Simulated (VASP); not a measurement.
**Al: relaxation of volume and atoms at fixed shape with revpbe exchange, pbe correlation**

Al:

```
Al
1.0
     0.00000    2.02481    2.02481
     2.02481    0.00000    2.02481
     2.02481    2.02481    0.00000
Al
1
Cartesian
  0.0000 0.0000 0.0000
```

```
Program                : VASP 6.6.1
Task                   : relaxation of volume and atoms at fixed shape
Functional             : revpbe exchange, pbe correlation
Potentials or basis    : VASP PAW PBE potentials, release 64 (Al)
Cutoff                 : 500 eV
k mesh                 : 7 × 7 × 7
Occupations            : fermi-dirac, width 0.02 eV
Spin                   : no spin polarisation
Dipole correction      : no
Further INCAR settings : ALGO = Normal; EDIFF = 1e-07; IBRION = 2; EDIFFG = -0.02; NSW = 60; ISIF = 8
```

```
Relaxed volume                        : 16.54 Å³/atom
Relaxed cell                          : a = 2.860 Å, b = 2.860 Å, c = 2.860 Å, α = 60.00°, β = 60.00°, γ = 60.00°
Space group after relaxing (to 0.1 Å) : Fm-3m (No. 225)
Energy gained by relaxing             : 0.0 meV/atom
Ionic steps                           : 2
Pressure after relaxing               : 0.0 GPa
Band gap on the k mesh                : zero (an odd number of electrons rules out a gap without spin polarisation)
```

Final structure:
```
Al
1.0
     0.00000    2.02244    2.02244
     2.02244    0.00000    2.02244
     2.02244    2.02244    0.00000
Al
1
Direct
  0.00000 0.00000 0.00000
```

Levels at points of the mesh, in eV from the Fermi level:
```csv
k point,band 1,band 2,band 3,band 4,band 5
"(0.00, 0.00, 0.00)",-11.25,12.45,12.45,12.45,14.03
```

Wall time 5.1 s on 1 thread of Intel(R) Xeon(R) Platinum 8488C (Sapphire Rapids), on a shared host, peak memory 0.13 GiB.

Caveat: the k points lie up to 0.38 Å⁻¹ apart in the final cell, too coarse for converged energies and pressures of a metal; the PAW data sets were made with another functional, which shifts forces and pressure a little.
